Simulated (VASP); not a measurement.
Sc: single point with LDA

The system is Sc.

```xyz
3
Lattice="5.1623 0.0000 0.0000 -2.5811 4.4707 0.0000 0.0000 0.0000 3.2553" Properties=species:S:1:pos:R:3 pbc="T T T"
Sc   -2.5811    4.4707    0.0000
Sc    0.0000    2.9804    1.6276
Sc    2.5811    1.4902    1.6276
```

This cell differs from its parent crystal: volume scaled by 1.12.

```yaml
Program: VASP 6.6.1
Task: single point
Functional: LDA
Potentials_or_basis: VASP PAW LDA potentials, release 64 (Sc_sv)
Cutoff: 520 eV
k_mesh: 8 × 8 × 11
Occupations: fermi-dirac, width 0.1 eV
Spin: no spin polarisation
```

```
Pressure : -5.5 GPa
```

Stress tensor (GPa, compression positive):
```
-5.51  0.00  0.00
 0.00 -5.51  0.00
 0.00  0.00 -5.61
```

Levels at points of the mesh, in eV from the Fermi level:
| k point | band 13 | band 14 | band 15 | band 16 | band 17 | band 18 | band 19 | band 20 |
| --- | --- | --- | --- | --- | --- | --- | --- | --- |
| (0.00, 0.00, 0.00) | -4.99 | -0.77 | -0.02 | -0.02 | -0.01 | -0.01 | 0.63 | 1.51 |
| (0.50, 0.00, 0.00) | -3.00 | -2.95 | -1.56 | 0.44 | 0.55 | 0.59 | 0.79 | 0.96 |

It took 81 s on 1 thread of AMD EPYC 7R43 64-Core Processor (Zen 3), with other jobs on the host, peak memory 0.18 GiB.
